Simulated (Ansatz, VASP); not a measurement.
InP: VASP beside Ansatz

The input POSCAR:

```
InP
1.0
    2.9305000000      2.9305000000      0.0000000000
   -2.9305000000      2.9305000000      0.0000000000
    0.0000000000      2.9305000000      2.9305000000
In P
1 1
Direct
    0.0000000000      0.0000000000      0.0000000000
    0.7500000000      0.2500000000      0.5000000000
```

Contents of INCAR.step1:

```
  ALGO = Normal
  EDIFF = 1E-4
  ENCUT = 600
  GGA = PE
  ISMEAR = -1
  LASPH = True
  LCHARG = False
  LREAL = False
  LWAVE = True
  NELM = 80
  PREC = Accurate
  SIGMA = 0.08
```

Contents of INCAR.step2:

```
  ALGO = Normal
  EDIFF = 1E-6
  EDIFFG = -0.002
  ENCUT = 600
  IBRION = 2
  ISIF = 3
  ISMEAR = -1
  ISTART = 1
  LASPH = True
  LCHARG = False
  LMIXTAU = True
  LREAL = False
  LWAVE = False
  METAGGA = R2SCAN
  NELM = 80
  NSW = 100
  PREC = Accurate
  SIGMA = 0.08
```

File KPOINTS:

```
k-points
0
Gamma
  12 12 12
```

Input for Ansatz:

```yaml
crystal:
  lattice:
    - [2.9305, 2.9305, 0.0]
    - [-2.9305, 2.9305, 0.0]
    - [0.0, 2.9305, 2.9305]
  atoms:
    - { symbol: In, position: [0.0, 0.0, 0.0] }
    - { symbol: P, position: [0.75, 0.25, 0.5] }
kpoints:
  mp_grid: { grid: [12, 12, 12] }
scf:
  occupations: { method: fermi_dirac, width: 0.08 }
hamiltonian:
  xc: r2scan
  pseudopotentials: { kind: paw }
relax:
  f_tol: 0.002
  max_steps: 80
  cell: {}
output:
  forces: true
  stress: true
  write_density: true
  write_potential: true
  elf: true
  volumetric_format: npy
```

Alike in both runs: task relaxation of cell and atoms; functional r2SCAN; k mesh 12 × 12 × 12; occupations fermi-dirac, width 0.08 eV; no spin polarisation.

|  | VASP | Ansatz |
| --- | --- | --- |
| version | VASP 6.6.1 | Ansatz 0.2.0 |
| potentials or method | VASP PAW PBE potentials, release 64 (In_d, P) | PAW with Ansatz's default frozen-core files, scalar-relativistic |
| plane-wave cutoff (eV) | 600 | 500 |
| valence electrons in the cell | 18 | 18 |

```csv
,VASP,Ansatz,Ansatz less VASP
relaxed volume (Å³/atom),25.73,25.77,+0.035
relaxed cell length with the largest relative difference (Å),4.175,4.177,+0.0019
```

VASP's potentials were made for PBE, not for r2SCAN.
